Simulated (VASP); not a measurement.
Crystal: NbVH4.

```
Nb V H
1.0
     3.11827    0.00000    0.00000
     0.00000    3.11827    0.00000
     0.00000    0.00000    4.40987
Nb V H
1 1 4
Cartesian
  0.0000 0.0000 0.0000
  1.5591 1.5591 2.2049
  1.5591 0.0000 3.2041
  0.0000 1.5591 1.2057
  0.0000 1.5591 3.2041
  1.5591 0.0000 1.2057
```

- Program: VASP 6.6.1
- Task: relaxation of volume and atoms at fixed shape
- Functional: LDA
- Potentials or basis: VASP PAW LDA potentials, release 64 (Nb_sv, V_sv, H)
- Cutoff: 600 eV
- k mesh: 7 × 7 × 5
- Occupations: methfessel-paxton, width 0.1 eV
- Spin: collinear spin, ferromagnetic start
- Starting moments: [0.0, 1.5, 0.0, 0.0, 0.0, 0.0] μB

At the start: pressure -10.7 GPa; volume 7.15 Å³/atom.

Question: How do energy, volume and symmetry change on relaxing?

Answer: Over 6 steps the energy falls by 14.6 meV/atom and the volume is 6.73 Å³/atom (-5.8 %); space group P4/mmm (No. 123, to 0.05 Å); moment 0.00 μB per cell.

Step by step:
| step | energy change (eV) | largest force (eV/Å) | pressure (GPa) | volume (Å³) |
| --- | --- | --- | --- | --- |
| 1 | 0.0000 | 0.0262 | -10.70 | 42.88 |
| 2 | -0.0847 | 0.0586 | 2.06 | 39.99 |
| 3 | -0.0873 | 0.0451 | 0.02 | 40.39 |
| 4 | -0.0872 | 0.0440 | -0.28 | 40.44 |
| 5 | -0.0875 | 0.0280 | -0.26 | 40.43 |
| 6 | -0.0878 | 0.0015 | -0.25 | 40.41 |

Final structure:
```
CELL_PARAMETERS angstrom
3.05718 0.00000 0.00000
0.00000 3.05718 0.00000
0.00000 0.00000 4.32348
ATOMIC_POSITIONS crystal
Nb 0.00000 0.00000 0.00000
V 0.50000 0.50000 0.50000
H 0.50000 0.00000 0.72545
H 0.00000 0.50000 0.27455
H 0.00000 0.50000 0.72545
H 0.50000 0.00000 0.27455
```
